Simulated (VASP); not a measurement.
Set up this calculation in VASP 6.6.1, as the native input.

```
Task                               : single point
Functional                         : PBE-based screened hybrid with 25 % exact exchange
Potentials or basis                : VASP PAW PBE potentials, release 64 (Ge_d)
Cutoff                             : 520 eV
k mesh                             : 6 × 6 × 5
Occupations                        : fermi-dirac, width 0.05 eV
Spin                               : no spin polarisation
Dipole correction                  : no
Grid for exact exchange (PRECFOCK) : Normal
Share of exact exchange            : 0.25
Further INCAR settings             : ALGO = Normal; EDIFF = 1e-06; NBANDS = 13
Screening parameter                : 0.3 1/Å
```

The system is Ge.

```
Ge
1.0
     1.42710   -2.47095    0.00000
     1.42710    2.47095    0.00000
     0.00000    0.00000    2.73980
Ge
1
Direct
  0.50000 0.50000 0.00000
```

This isn't the form of Ge at room conditions, which is diamond.

These files were run (other wordings do the same):

POSCAR

```
Ge
1.0
    1.4270962496     -2.4709494205      0.0000000000
    1.4270962496      2.4709494205      0.0000000000
    0.0000000000      0.0000000000      2.7397988754
Ge
1
Direct
    0.5000000000      0.5000000000      0.0000000000
```

INCAR.step1

```
PREC = Accurate
ENCUT = 520
EDIFF = 1E-5
ISMEAR = -1
SIGMA = 0.05
LREAL = F
LASPH = T
NELM = 80
ALGO = Normal
ISIF = 2
LWAVE = T
LCHARG = F
NBANDS = 13
GGA = PE
```

INCAR.step2

```
PREC = Accurate
ENCUT = 520
EDIFF = 1E-6
ISMEAR = -1
SIGMA = 0.05
LREAL = F
LASPH = T
NELM = 80
ALGO = Normal
ISIF = 2
LWAVE = F
LCHARG = F
GGA = PE
LHFCALC = T
AEXX = 0.25
HFSCREEN = 0.3
PRECFOCK = Normal
NBANDS = 13
ISTART = 1
```

KPOINTS

```
Automatic mesh
0
Gamma
  6 6 5
```

Potentials or basis: VASP PAW PBE potentials, release 64 (Ge_d).

Launch:

```sh
$ cat potpaw_PBE.64/Ge_d/POTCAR > POTCAR
$ cp INCAR.step1 INCAR
$ mpirun -np 1 vasp_std > vasp.out
$ cp INCAR.step2 INCAR
$ mpirun -np 1 vasp_std > vasp.out
```

It gave:

```
Pressure               : 0.2 GPa
Band gap on the k mesh : zero (bands 7 and 8 overlap by 10.24 eV)
```

Caveat: the k points lie up to 0.46 Å⁻¹ apart, too coarse for converged energies and pressures of a metal; the PAW data sets were made with another functional, which shifts forces and pressure a little.

Run time: 12 min on 1 thread of Intel(R) Xeon(R) Platinum 8488C (Sapphire Rapids), on a shared host, peak memory 0.24 GiB.
